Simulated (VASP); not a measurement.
# Al16H in VASP: further runs

Runs on Al16H. Level: PBE. Tasks: single point.

Everything below comes from runs of VASP 6.6.1. Logs are shortened: lines on timing, memory, paths and dates and some standing lists are left out, and cuts for length are marked.

## (1) The cell of the first run

The cell holds a slab with vacuum, 17 atoms: a = 5.714 Å, b = 8.080 Å, c = 19.743 Å, α = 90.00°, β = 90.00°, γ = 90.00°.

## (2) Single point, PBE

INCAR reads:

```
SYSTEM = Al16H
PREC = Accurate
ENCUT = 520
EDIFF = 1E-6
ISMEAR = 0
SIGMA = 0.1
LREAL = Auto
LASPH = .True.
NELM = 100
ALGO = Normal
ISIF = 2
LWAVE = .False.
LCHARG = .False.
LDIPOL = .True.
IDIPOL = 3
DIPOL = 0.5 0.5 0.322
GGA = PE
NBANDS = 38
```

KPOINTS reads:

```
Automatic mesh
0
Gamma
  5 4 1
  0 0 0
```

POSCAR reads:

```
Al16H
1.0
    5.7135165839      0.0000000000      0.0000000000
    0.0000000000      8.0801326418      0.0000000000
    0.0000000000      0.0000000000     19.7432786746
Al H
16 1
Direct
    0.2500000000      0.2500000000      0.2026005947
    0.2500000000      0.7500000000      0.2026005947
    0.7500000000      0.2500000000      0.2026005947
    0.7500000000      0.7500000000      0.2026005947
    0.0000000000      0.0000000000      0.2749482108
    0.0000000000      0.5000000000      0.2749482108
    0.5000000000      0.0000000000      0.2749482108
    0.5000000000      0.5000000000      0.2749482108
    0.2500000000      0.2500000000      0.3495466417
    0.2500000000      0.7500000000      0.3495466417
    0.7500000000      0.2500000000      0.3495466417
    0.7500000000      0.7500000000      0.3495466417
    0.0000000000      0.0000000000      0.4175232904
    0.0000000000      0.5000000000      0.4175232904
    0.5000000000      0.0000000000      0.4175232904
    0.5000000000      0.5000000000      0.4175232904
    0.0000000000      0.0000000000      0.4989250899
```

Potentials or basis: VASP PAW PBE potentials, release 64 (Al, H).

Started as:

```sh
cat potpaw_PBE.64/Al/POTCAR potpaw_PBE.64/H/POTCAR > POTCAR
mpirun -np 1 vasp_std > vasp.out
```

OUTCAR:

```text
SYSTEM = Al16H
   PREC = Accurate
   ENCUT = 520
   EDIFF = 1E-6
   ISMEAR = 0
   LREAL = Auto
   LASPH = .True.
   NELM = 100
   ISIF = 2
   GGA = PE

 ion  position               nearest neighbor table
   1  0.250  0.250  0.203-   3 2.86   3 2.86   6 2.86   7 2.86   8 2.86   5 2.86   9 2.90
   2  0.250  0.750  0.203-   4 2.86   4 2.86   6 2.86   7 2.86   8 2.86   5 2.86  10 2.90
   3  0.750  0.250  0.203-   1 2.86   1 2.86   6 2.86   7 2.86   8 2.86   5 2.86  11 2.90
   4  0.750  0.750  0.203-   2 2.86   2 2.86   6 2.86   7 2.86   8 2.86   5 2.86  12 2.90
   5  0.000  0.000  0.275-  13 2.81   7 2.86   7 2.86   4 2.86   1 2.86   2 2.86   3 2.86  11 2.88
                            12 2.88   9 2.88  10 2.88
   6  0.000  0.500  0.275-  14 2.81   8 2.86   8 2.86   4 2.86   1 2.86   2 2.86   3 2.86  11 2.88
                            12 2.88   9 2.88  10 2.88
   7  0.500  0.000  0.275-  15 2.81   5 2.86   5 2.86   4 2.86   1 2.86   2 2.86   3 2.86  11 2.88
                            12 2.88   9 2.88  10 2.88
   8  0.500  0.500  0.275-  16 2.81   6 2.86   6 2.86   4 2.86   1 2.86   2 2.86   3 2.86  11 2.88
                            12 2.88   9 2.88  10 2.88
   9  0.250  0.250  0.350-  13 2.81  14 2.81  15 2.81  16 2.81  11 2.86  11 2.86   7 2.88   8 2.88
                             5 2.88   6 2.88   1 2.90
  10  0.250  0.750  0.350-  13 2.81  14 2.81  15 2.81  16 2.81  12 2.86  12 2.86   7 2.88   8 2.88
                             5 2.88   6 2.88   2 2.90
  11  0.750  0.250  0.350-  13 2.81  14 2.81  15 2.81  16 2.81   9 2.86   9 2.86   7 2.88   8 2.88
[... 5 lines left out ...]
  14  0.000  0.500  0.418-   9 2.81  10 2.81  11 2.81  12 2.81   6 2.81  16 2.86  16 2.86
  15  0.500  0.000  0.418-   9 2.81  10 2.81  11 2.81  12 2.81   7 2.81  13 2.86  13 2.86
  16  0.500  0.500  0.418-   9 2.81  10 2.81  11 2.81  12 2.81   8 2.81  14 2.86  14 2.86
  17  0.000  0.000  0.499-  13 1.61

  LATTYP: Found a simple orthorhombic cell.
 ALAT       =     5.7135165839
 B/A-ratio  =     1.4142135624
 C/A-ratio  =     3.4555388760

  Lattice vectors:

 A1 = (   5.7135165839,   0.0000000000,   0.0000000000)
 A2 = (   0.0000000000,   8.0801326418,   0.0000000000)
 A3 = (   0.0000000000,   0.0000000000,  19.7432786746)

Analysis of symmetry for initial positions (statically):
=====================================================================
 Subroutine PRICEL returns:
 Original cell was already a primitive cell.

 Routine SETGRP: Setting up the symmetry group for a
 simple orthorhombic supercell.

 Subroutine GETGRP returns: Found  4 space group operations
 (whereof  4 operations were pure point group operations)
 out of a pool of  8 trial point group operations.

The static configuration has the point symmetry C_2v.

Analysis of symmetry for dynamics (positions and initial velocities):
=====================================================================
 Subroutine PRICEL returns:
 Original cell was already a primitive cell.

 Routine SETGRP: Setting up the symmetry group for a
 simple orthorhombic supercell.

 Subroutine GETGRP returns: Found  4 space group operations
 (whereof  4 operations were pure point group operations)
 out of a pool of  8 trial point group operations.

The dynamic configuration has the point symmetry C_2v.

 Subroutine INISYM returns: Found  4 space group operations
 (whereof  4 operations are pure point group operations),
 and found     1 'primitive' translations

----------------------------------------------------------------------------------------

                                     Primitive cell

  volume of cell :     911.4676

  direct lattice vectors                    reciprocal lattice vectors
     5.713516584  0.000000000  0.000000000     0.175023558  0.000000000  0.000000000
     0.000000000  8.080132642  0.000000000     0.000000000  0.123760345  0.000000000
     0.000000000  0.000000000 19.743278675     0.000000000  0.000000000  0.050650149

  length of vectors
     5.713516584  8.080132642 19.743278675     0.175023558  0.123760345  0.050650149

  position of ions in fractional coordinates (direct lattice)
     0.250000000  0.250000000  0.202600595
     0.250000000  0.750000000  0.202600595
     0.750000000  0.250000000  0.202600595
     0.750000000  0.750000000  0.202600595
     0.000000000  0.000000000  0.274948211
     0.000000000  0.500000000  0.274948211
[... 9 lines left out ...]
     0.500000000  0.500000000  0.417523290
     0.000000000  0.000000000  0.498925090

  ion indices of the primitive-cell ions
[... 32 lines left out ...]
     0.000000000  0.000000000  0.050650149     0.000000000  0.000000000  1.000000000

  Length of vectors
     0.035004712  0.030940086  0.050650149

  Shift w.r.t. Gamma in fractional coordinates (k-lattice)
     0.000000000  0.000000000  0.000000000

 Subroutine IBZKPT returns following result:
 ===========================================

 Found      9 irreducible k-points:

 Following reciprocal coordinates:
            Coordinates               Weight
  0.000000  0.000000  0.000000      1.000000
  0.200000  0.000000  0.000000      2.000000
  0.400000  0.000000  0.000000      2.000000
  0.000000  0.250000  0.000000      2.000000
  0.200000  0.250000  0.000000      4.000000
  0.400000  0.250000  0.000000      4.000000
  0.000000  0.500000  0.000000      1.000000
  0.200000  0.500000  0.000000      2.000000
  0.400000  0.500000  0.000000      2.000000
   k-points           NKPTS =      9   k-points in BZ     NKDIM =      9   number of bands    NBANDS=     38
   number of dos      NEDOS =    301   number of ions     NIONS =     17
   total plane-waves  NPLWV = 378000
   dimension x,y,z NGX =    42 NGY =   60 NGZ =  150
   dimension x,y,z NGXF=    84 NGYF=  120 NGZF=  300
   ions per type =              16   1
   NGX,Y,Z   is equivalent  to a cutoff of  12.22, 12.34, 12.63 a.u.
   NGXF,Y,Z  is equivalent  to a cutoff of  24.44, 24.69, 25.26 a.u.
 SYSTEM =  Al16H
   PREC   = accura    normal or accurate (medium, high low for compatibility)
   ISTART =      0    job   : 0-new  1-cont  2-samecut
   ICHARG =      2    charge: 1-file 2-atom 10-const
   ISPIN  =      1    spin polarized calculation?
   LNONCOLLINEAR =      F non collinear calculations
   LSORBIT =      F    spin-orbit coupling
   LASPH  =      T    aspherical Exc in radial PAW
   ENCUT  =  520.0 eV  38.22 Ry    6.18 a.u.  10.62 15.02 36.71*2*pi/ulx,y,z
   NELM   =    100;   NELMIN=  2; NELMDL= -5     # of ELM steps
   EDIFF  = 0.1E-05   stopping-criterion for ELM
   LREAL  =      T    real-space projection
   EDIFFG = 0.1E-04   stopping-criterion for IOM
   NSW    =      0    number of steps for IOM
   IBRION =     -1    ionic relax: 0-MD 1-quasi-New 2-CG
   NFREE  =      0    steps in history (QN), initial steepest desc. (CG)
   ISIF   =      2    stress and relaxation
   ISYM   =      2    0-nonsym 1-usesym 2-fastsym
   POTIM  = 0.5000    time-step for ionic-motion
   TEBEG  =    0.0;   TEEND  =   0.0 temperature during run
   PSTRESS=    0.0 pullay stress
   NELECT =      49.0000    total number of electrons
   NUPDOWN=      -1.0000    fix difference up-down
   EMIN   =  10.00;   EMAX   =-10.00  energy-range for DOS
   EFERMI =   0.00;   METHOD = LEGACY
   ISMEAR =     0;   SIGMA  =   0.10  broadening in eV -4-tet -1-fermi 0-gaus
   EFERMI_NEDOS =   21; number of points for ismear=-14 and -15
   IALGO  =     38    algorithm
   IMIX   =      4    mixing-type and parameters
     AMIX     =   0.40;   BMIX     =  1.00
     AMIX_MAG =   1.60;   BMIX_MAG =  1.00
  volume/ion in A,a.u.               =      53.62       361.82
  Fermi-wavevector in a.u.,A,eV,Ry     =   0.617864  1.167594  5.194110  0.381756
  Thomas-Fermi vector in A             =   1.676102
   LORBIT       =      0    0 simple, 1 ext, 2 COOP (PROOUT), +10 PAW based schemes
   GGA     = PE    functional components
   LHFCALC =     F    Hartree Fock is set to
   AEXX    =    0.0000 exact exchange contribution
   IVDW    =     0    specifies the selected vdW correction
   LEPSILON=     F    determine dielectric tensor
   LRPA    =     F    only Hartree local field effects (RPA)
 non-spin polarized calculation
 Gauss-broadening in eV      SIGMA  =   0.10
  energy-cutoff  :      520.00
  volume of cell :      911.47
 maximum number of plane-waves:     24626
   NGX = 21   NGY = 31   NGZ = 73

 dipolmoment           0.000000      0.000000     -0.127080 electrons x Angstroem

 number of electron      48.9999998 magnetization

 dipolmoment           0.000000      0.000000      0.100092 electrons x Angstroem

 Free energy of the ion-electron system (eV)
  ---------------------------------------------------
  ext. energy  EPLUGINS =         0.00000000
  ---------------------------------------------------
  free energy    TOTEN  =       -57.85754433 eV

  energy without entropy =      -57.81957289  energy(sigma->0) =      -57.83855861

 E-fermi :  -0.6325     XC(G=0):  -4.0302

 val. band max:       -0.6458343469   @ k =   0.0000   0.2500   0.0000
 cond. band min:      -0.6201626157   @ k =   0.2000   0.2500   0.0000
 fundamental gap:      0.0256717312
 Fermi energy:        -0.6325113738

 k-point     1 :       0.0000    0.0000    0.0000
  band No.  band energies     occupation
      1     -10.8589      2.00000
      2      -8.6884      2.00000
      3      -8.6047      2.00000
      4      -8.4449      2.00000
      5      -6.4755      2.00000
      6      -6.3961      2.00000
[... 340 lines left out ...]
     35       2.0301      0.00000
     36       2.0442      0.00000
 [bands above 36 left out]

------------------------ aborting loop because EDIFF is reached ----------------------------------------

 vacuum level on the upper side and lower side of the slab       (xc-potential included)         0.150        -0.229

  FORCE on cell =-STRESS in cart. coord.  units (eV):
  Direction    XX          YY          ZZ          XY          YZ          ZX
  --------------------------------------------------------------------------------------
  -------------------------------------------------------------------------------------
  Total      -10.1861676     -3.6347479     -1.0749516      0.0000000      0.0000000      0.0000000
  in kB      -17.9052398     -6.3891579     -1.8895493      0.0000000      0.0000000      0.0000000
  external PRESSURE =      -8.7279823 kB  Pullay stress =       0.0000000 kB

 VOLUME and BASIS-vectors are now :
 -----------------------------------------------------------------------------
  energy-cutoff  :      520.00
  volume of cell :      911.47
      direct lattice vectors                 reciprocal lattice vectors
     5.713516584  0.000000000  0.000000000     0.175023558  0.000000000  0.000000000
     0.000000000  8.080132642  0.000000000     0.000000000  0.123760345  0.000000000
     0.000000000  0.000000000 19.743278675     0.000000000  0.000000000  0.050650149

 POSITION                                       TOTAL-FORCE (eV/Angst)
 -----------------------------------------------------------------------------------
      1.42838      2.02003      4.00000        -0.016933      0.022309      0.217953
      1.42838      6.06010      4.00000        -0.016933     -0.022309      0.217953
      4.28514      2.02003      4.00000         0.016933      0.022309      0.217953
      4.28514      6.06010      4.00000         0.016933     -0.022309      0.217953
      0.00000      0.00000      5.42838         0.000000      0.000000     -0.278901
      0.00000      4.04007      5.42838         0.000000      0.000000     -0.169459
[... 9 lines left out ...]
      2.85676      4.04007      8.24328         0.000000      0.000000      0.012835
      0.00000      0.00000      9.85042         0.000000      0.000000     -0.007736
 -----------------------------------------------------------------------------------
    total drift:                               -0.000000     -0.000000     -0.000666

  FREE ENERGIE OF THE ION-ELECTRON SYSTEM (eV)
  ---------------------------------------------------
  free  energy   TOTEN  =       -57.8575443280 eV

  energy  without entropy=      -57.8195728869  energy(sigma->0) =      -57.83855861

 vacuum level on the upper side and lower side of the slab         3.827         3.426
```

It took 9.2 min on 1 thread of Intel Xeon Platinum 8259CL at 2.50GHz (Skylake/Cascade Lake), shared host; peak memory 0.81 GiB.

Results:

| Property | Result |
| --- | --- |
| Free energy | -57.8575 eV |
| Largest force | 0.279 eV/Å |
| Band gap on the k mesh | zero (an odd number of electrons rules out a gap without spin polarisation) |

Forces in eV/Å, atoms in the order of the input:
```
Al  -0.017  0.022  0.218
Al  -0.017 -0.022  0.218
Al   0.017  0.022  0.218
Al   0.017 -0.022  0.218
Al   0.000  0.000 -0.279
Al   0.000  0.000 -0.169
Al   0.000  0.000 -0.232
Al   0.000  0.000 -0.214
Al   0.066 -0.050 -0.019
Al   0.066  0.050 -0.019
Al  -0.066 -0.050 -0.019
Al  -0.066  0.050 -0.019
Al   0.000  0.000  0.213
Al   0.000  0.000  0.033
Al   0.000  0.000 -0.153
Al   0.000  0.000  0.013
H    0.000  0.000 -0.008
```

[end of part 1 of 2]
